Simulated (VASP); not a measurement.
# CuO (P-6m2) in VASP: single point with PBE

Aim: the single point of CuO with PBE.

All numbers are computed with VASP 6.6.1; they aren't measurements. Logs are shortened: lines on timing, memory, paths and dates and some standing lists are left out, and cuts for length are marked.

## 1. The cell of the first run

Symmetry: P-6m2, No. 187, hexagonal system. Conventional cell: a = 2.836 Å, b = 2.836 Å, c = 2.768 Å, α = 90.00°, β = 90.00°, γ = 120.00°. Within 2.9 Å of Cu (site symmetry -6m2) lie 6 O at 2.14 Å and 8 Cu at 2.77 to 2.84 Å. Within 2.9 Å of O (site symmetry -6m2) lie 6 Cu at 2.14 Å and 8 O at 2.77 to 2.84 Å.

## 2. Single point, PBE

Input file INCAR:

```
  PREC = Accurate
  ENCUT = 520
  EDIFF = 1E-6
  ISMEAR = -1
  SIGMA = 0.04
  LREAL = False
  LASPH = True
  NELM = 60
  ALGO = Normal
  ISIF = 2
  LWAVE = False
  LCHARG = True
  GGA = PE
  LELF = True
  LVHAR = True
  NBANDS = 16
```

Input file KPOINTS:

```
Automatic mesh
0
Gamma
  7 7 6
```

Input file POSCAR:

```
CuO
1.0
    2.8363251100      0.0000000000      0.0000000000
   -1.4181625500      2.4563296000      0.0000000000
    0.0000000000      0.0000000000      2.7681127800
Cu O
1 1
Direct
    0.0000000000      0.0000000000      0.0000000000
    0.6666666667      0.3333333333      0.5000000000
```

Potentials or basis: VASP PAW PBE potentials, release 64 (Cu, O).

The run is started by

```sh
$ cat potpaw_PBE.64/Cu/POTCAR potpaw_PBE.64/O/POTCAR > POTCAR
$ mpirun -np 1 vasp_std > vasp.out
```

OUTCAR:

```text
PREC = Accurate
   ENCUT = 520
   EDIFF = 1E-6
   ISMEAR = -1
   LREAL = False
   LASPH = True
   NELM = 60
   ISIF = 2
   GGA = PE

 ion  position               nearest neighbor table
   1  0.000  0.000  0.000-   2 2.14   2 2.14   2 2.14   2 2.14   2 2.14   2 2.14
   2  0.667  0.333  0.500-   1 2.14   1 2.14   1 2.14   1 2.14   1 2.14   1 2.14

  LATTYP: Found a hexagonal cell.
 ALAT       =     2.8363251100
 C/A-ratio  =     0.9759504544

  Lattice vectors:

 A1 = (   2.8363251100,   0.0000000000,   0.0000000000)
 A2 = (  -1.4181625500,   2.4563296000,   0.0000000000)
 A3 = (   0.0000000000,   0.0000000000,   2.7681127800)

Analysis of symmetry for initial positions (statically):
=====================================================================
 Subroutine PRICEL returns:
 Original cell was already a primitive cell.

 Routine SETGRP: Setting up the symmetry group for a
 hexagonal supercell.

 Subroutine GETGRP returns: Found 12 space group operations
 (whereof 12 operations were pure point group operations)
 out of a pool of 24 trial point group operations.

The static configuration has the point symmetry D_3h.

Analysis of symmetry for dynamics (positions and initial velocities):
=====================================================================
 Subroutine PRICEL returns:
 Original cell was already a primitive cell.

 Routine SETGRP: Setting up the symmetry group for a
 hexagonal supercell.

 Subroutine GETGRP returns: Found 12 space group operations
 (whereof 12 operations were pure point group operations)
 out of a pool of 24 trial point group operations.

The dynamic configuration has the point symmetry D_3h.

 Subroutine INISYM returns: Found 12 space group operations
 (whereof 12 operations are pure point group operations),
 and found     1 'primitive' translations

----------------------------------------------------------------------------------------

                                     Primitive cell

  volume of cell :      19.2853

  direct lattice vectors                    reciprocal lattice vectors
     2.836325110  0.000000000  0.000000000     0.352568892  0.203555744  0.000000000
    -1.418162550  2.456329600  0.000000000     0.000000000  0.407111489  0.000000000
     0.000000000  0.000000000  2.768112780     0.000000000  0.000000000  0.361256957

[... 74 lines left out ...]
   PREC   = accura    normal or accurate (medium, high low for compatibility)
   ISTART =      0    job   : 0-new  1-cont  2-samecut
   ICHARG =      2    charge: 1-file 2-atom 10-const
   ISPIN  =      1    spin polarized calculation?
   LNONCOLLINEAR =      F non collinear calculations
   LSORBIT =      F    spin-orbit coupling
   LASPH  =      T    aspherical Exc in radial PAW
   ENCUT  =  520.0 eV  38.22 Ry    6.18 a.u.   5.27  5.27  5.15*2*pi/ulx,y,z
   NELM   =     60;   NELMIN=  2; NELMDL= -5     # of ELM steps
   EDIFF  = 0.1E-05   stopping-criterion for ELM
   LREAL  =      F    real-space projection
   EDIFFG = 0.1E-04   stopping-criterion for IOM
   NSW    =      0    number of steps for IOM
   IBRION =     -1    ionic relax: 0-MD 1-quasi-New 2-CG
   NFREE  =      0    steps in history (QN), initial steepest desc. (CG)
   ISIF   =      2    stress and relaxation
   ISYM   =      2    0-nonsym 1-usesym 2-fastsym
   POTIM  = 0.5000    time-step for ionic-motion
   TEBEG  =    0.0;   TEEND  =   0.0 temperature during run
   PSTRESS=    0.0 pullay stress
   NELECT =      17.0000    total number of electrons
   NUPDOWN=      -1.0000    fix difference up-down
   EMIN   =  10.00;   EMAX   =-10.00  energy-range for DOS
   EFERMI =   0.00;   METHOD = LEGACY
   ISMEAR =    -1;   SIGMA  =   0.04  broadening in eV -4-tet -1-fermi 0-gaus
   EFERMI_NEDOS =   21; number of points for ismear=-14 and -15
   IALGO  =     38    algorithm
   IMIX   =      4    mixing-type and parameters
     AMIX     =   0.40;   BMIX     =  1.00
     AMIX_MAG =   1.60;   BMIX_MAG =  1.00
  volume/ion in A,a.u.               =       9.64        65.07
  Fermi-wavevector in a.u.,A,eV,Ry     =   1.569696  2.966296 33.524031  2.463947
  Thomas-Fermi vector in A             =   2.671540
   LORBIT       =      0    0 simple, 1 ext, 2 COOP (PROOUT), +10 PAW based schemes
   GGA     = PE    functional components
   LHFCALC =     F    Hartree Fock is set to
   AEXX    =    0.0000 exact exchange contribution
   IVDW    =     0    specifies the selected vdW correction
   LEPSILON=     F    determine dielectric tensor
   LRPA    =     F    only Hartree local field effects (RPA)
 non-spin polarized calculation
  energy-cutoff  :      520.00
  volume of cell :       19.29
 maximum number of plane-waves:       529
 NGX is ok and might be reduce to    24
   NGX = 11   NGY = 11   NGZ = 11

 number of electron      17.0000005 magnetization

 Free energy of the ion-electron system (eV)
  ---------------------------------------------------
  ext. energy  EPLUGINS =         0.00000000
  ---------------------------------------------------
  free energy    TOTEN  =        -9.13933972 eV

  energy without entropy =       -9.12189163  energy(sigma->0) =       -9.13061567

 E-fermi :   5.7825     XC(G=0): -12.3489

 val. band max:        5.7507155688   @ k =   0.1429  -0.0000   0.5000
 cond. band min:       5.8161344802   @ k =   0.4286   0.1429   0.3333
 fundamental gap:      0.0654189114
 Fermi energy:         5.7824808060

 k-point     1 :       0.0000    0.0000    0.0000
  band No.  band energies     occupation
      1     -13.4579      2.00000
      2       2.1903      2.00000
      3       2.1903      2.00000
      4       2.5479      2.00000
      5       3.1664      2.00000
      6       4.0084      2.00000
[... 433 lines left out ...]
      3       0.4093      2.00000
      4       1.2112      2.00000
      5       3.5436      2.00000
      6       4.1826      2.00000
[... 8 lines left out ...]
     15      30.9500      0.00000
     16      35.1978      0.00000

 [... further k-points ...]
[... 5 lines left out ...]
  --------------------------------------------------------------------------------------
  -------------------------------------------------------------------------------------
  Total        0.3769728      0.3769728     -0.9003817      0.0000000     -0.0000000      0.0000000
  in kB       31.3180085     31.3180086    -74.8015841      0.0000001     -0.0000000      0.0000000
  external PRESSURE =      -4.0551890 kB  Pullay stress =       0.0000000 kB

 VOLUME and BASIS-vectors are now :
 -----------------------------------------------------------------------------
  energy-cutoff  :      520.00
  volume of cell :       19.29
      direct lattice vectors                 reciprocal lattice vectors
     2.836325110  0.000000000  0.000000000     0.352568892  0.203555744  0.000000000
    -1.418162550  2.456329600  0.000000000     0.000000000  0.407111489  0.000000000
     0.000000000  0.000000000  2.768112780     0.000000000  0.000000000  0.361256957

 POSITION                                       TOTAL-FORCE (eV/Angst)
 -----------------------------------------------------------------------------------
      0.00000      0.00000      0.00000         0.000000     -0.000000      0.000000
      1.41816      0.81878      1.38406         0.000000      0.000000      0.000000
 -----------------------------------------------------------------------------------
    total drift:                                0.000000     -0.000000      0.000000

  FREE ENERGIE OF THE ION-ELECTRON SYSTEM (eV)
  ---------------------------------------------------
  free  energy   TOTEN  =        -9.1393397183 eV

  energy  without entropy=       -9.1218916286  energy(sigma->0) =       -9.13061567
```

OSZICAR:

```text
N       E                     dE             d eps       ncg     rms          rms(c)
DAV:   1     0.858555073652E+02    0.85856E+02   -0.85019E+03  1144   0.163E+03
DAV:   2    -0.776510995692E+01   -0.93621E+02   -0.83699E+02  1088   0.287E+02
DAV:   3    -0.121220962832E+02   -0.43570E+01   -0.41229E+01  1256   0.623E+01
DAV:   4    -0.121637437544E+02   -0.41647E-01   -0.41634E-01  1104   0.587E+00
DAV:   5    -0.121643248465E+02   -0.58109E-03   -0.58109E-03  1368   0.729E-01    0.116E+01
DAV:   6    -0.113596185511E+02    0.80471E+00   -0.10987E+01  1352   0.112E+02    0.109E+01
DAV:   7    -0.918181131262E+01    0.21778E+01   -0.38964E+00  1288   0.889E+01    0.177E+00
DAV:   8    -0.916407632085E+01    0.17735E-01   -0.29092E-01  1408   0.660E+00    0.105E+00
DAV:   9    -0.914021295887E+01    0.23863E-01   -0.10730E-02  1736   0.495E+00    0.306E-01
DAV:  10    -0.913936107877E+01    0.85188E-03   -0.27958E-03  1528   0.140E+00    0.116E-01
DAV:  11    -0.913936038187E+01    0.69690E-06   -0.76072E-04  1576   0.612E-01    0.470E-02
DAV:  12    -0.913935133345E+01    0.90484E-05   -0.10487E-04  1272   0.496E-01    0.298E-02
DAV:  13    -0.913933943208E+01    0.11901E-04   -0.19022E-05  1312   0.187E-01    0.556E-03
DAV:  14    -0.913933971828E+01   -0.28620E-06   -0.25281E-06   952   0.191E-02
   1 F= -.91393397E+01 E0= -.91306157E+01  d E =-.174481E-01
```

Run time: 21 s. Hardware: 1 thread of Intel Xeon 8259CL, shared host; peak memory 0.14 GiB.

Results:

```
Free energy            : -9.1393 eV
Pressure               : -0.4 GPa
Band gap on the k mesh : zero (an odd number of electrons rules out a gap without spin polarisation)
```

Stress tensor (GPa, compression positive):
```
 3.13  0.00  0.00
 0.00  3.13  0.00
 0.00  0.00 -7.48
```

Caveat: the k points lie up to 0.38 Å⁻¹ apart, too coarse for converged energies and pressures of a metal; an odd number of electrons without spin polarisation forces a metal; a magnetic or distorted state may lie lower; semilocal functionals often make such compounds metallic where correlation or magnetic order opens a gap, which also shifts bond lengths. With open d or f shells a metallic result of PBE can be an artefact of self-interaction; +U or a hybrid may open a gap.
